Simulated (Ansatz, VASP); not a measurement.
BN in VASP and in Ansatz

Contents of INCAR:

```
  ALGO = Normal
  EDIFF = 1E-6
  ENCUT = 520
  GGA = PS
  ISIF = 2
  ISMEAR = 0
  LASPH = T
  LCHARG = F
  LREAL = F
  LWAVE = F
  NBANDS = 16
  NELM = 80
  PREC = Accurate
  SIGMA = 0.05
```

Contents of KPOINTS:

```
k-points
0
Gamma
  12 12 6
```

File POSCAR:

```
BN
1.0
    2.6560971858      0.0000000000      0.0000000000
   -1.3280485929      2.3002476378      0.0000000000
    0.0000000000      0.0000000000      4.2268550000
B N
2 2
Direct
    0.6666666667      0.3333333333      0.9997240000
    0.3333333333      0.6666666667      0.4997240000
    0.6666666667      0.3333333333      0.6252760000
    0.3333333333      0.6666666667      0.1252760000
```

Input for Ansatz:

```yaml
crystal:
  lattice:
    - [2.6560971858, 0.0, 0.0]
    - [-1.3280485929, 2.3002476378, 0.0]
    - [0.0, 0.0, 4.226855]
  atoms:
    - { symbol: B, position: [0.6666666667, 0.3333333333, 0.999724] }
    - { symbol: B, position: [0.3333333333, 0.6666666667, 0.499724] }
    - { symbol: "N", position: [0.6666666667, 0.3333333333, 0.625276] }
    - { symbol: "N", position: [0.3333333333, 0.6666666667, 0.125276] }
basis:
  ecutwfc: 420
kpoints:
  mp_grid: { grid: [12, 12, 6] }
hamiltonian:
  xc: pbesol
scf:
  occupations: { method: gaussian, width: 0.05 }
output:
  forces: true
  stress: true
  eigenvalues: true
```

Change from the starting cell: strain +0.040 along x and y, +0.000 along z, atoms carried along.

Alike in both runs: task single point; functional PBEsol; k mesh 12 × 12 × 6; occupations gaussian, width 0.05 eV; no spin polarisation.

|  | VASP | Ansatz |
| --- | --- | --- |
| version | VASP 6.6.1 | Ansatz 0.2.0 |
| potentials or method | VASP PAW PBE potentials, release 64 (B, N), cutoff 520 eV | scalar-relativistic, plane waves, PAW |
| valence electrons in the cell | 16 | 16 |

```tsv
	VASP	Ansatz	Ansatz less VASP
gap on the k mesh at the Fermi level (eV)	5.19	5.20	+0.015
least direct gap on the mesh (eV)	7.45	7.45	+0.004
pressure (GPa)	-29.5	-29.8	-0.28
traceless stress, the component that is largest in VASP (GPa)	20.06	19.91	-0.141
rms of the force components (eV/Å)	0.014	0.010	-0.0043
```

VASP's potentials were made for PBE, not for PBEsol. Atom by atom the forces differ by 0.004 eV/Å (rms over components). Both programs put the cell under strong tension, so it lies far from rest at this level. The functional is the same, so the differences come from potentials, cutoffs and numerics.
